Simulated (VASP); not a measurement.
Here is a VASP 6.6.1 calculation.

Contents of INCAR:

```
PREC     = Accurate       # precision mode
ENCUT    = 520            # plane-wave cutoff, eV
EDIFF    = 1E-6           # SCF threshold, eV
ISMEAR   = 0              # smearing method
SIGMA    = 0.05           # smearing width, eV
LREAL    = F              # projectors in reciprocal space
LASPH    = T              # aspherical terms in the spheres
NELM     = 100            # most SCF steps
ALGO     = Normal         # electronic algorithm
ISIF     = 2              # what is computed and relaxed
LWAVE    = F              # write WAVECAR
LCHARG   = F              # write CHGCAR
GGA      = PE             # functional
IVDW     = 12             # dispersion correction
NBANDS   = 50             # bands
```

The input KPOINTS:

```
regular mesh
0
Gamma
  4 8 8
```

POSCAR

```
SnSe
1.0
   10.6686579183      0.0000000000      0.0000000000
    0.0000000000      3.9214944469      0.0000000000
    0.0000000000      0.0000000000      4.0113940569
Sn Se
4 4
Direct
    0.1140787922      0.2500000000      0.0000539319
    0.3859212078      0.7500000000      0.5000539319
    0.6140787922      0.2500000000      0.4999460681
    0.8859212078      0.7500000000      0.9999460681
    0.3631194512      0.2500000000      0.0000024656
    0.1368805488      0.7500000000      0.5000024656
    0.8631194512      0.2500000000      0.4999975344
    0.6368805488      0.7500000000      0.9999975344
```

Potentials or basis: VASP PAW PBE potentials, release 64 (Sn_d, Se).

Command:

```bash
$ cat potpaw_PBE.64/Sn_d/POTCAR potpaw_PBE.64/Se/POTCAR > POTCAR
$ mpirun -np 1 vasp_std > vasp.out
```

Problem. Estimate the pressure.

Solution. 15.4 GPa.

Problem. What does it give for the largest force?

Solution. 0.026 eV/Å.

Problem. What does it give for the dispersion energy per atom?

Solution. -0.461 eV.

Problem. Predict the band gap on the k mesh.

Solution. Zero (bands 40 and 41 overlap by 0.54 eV).

Stress tensor (GPa, compression positive):
```
15.52  0.00  0.00
 0.00 15.34  0.00
 0.00  0.00 15.38
```

Caveat: the cell stands under pressure; semilocal functionals underestimate gaps, and a narrow one can read as zero; spin-orbit coupling is left out, which moves the levels of the heavy elements.
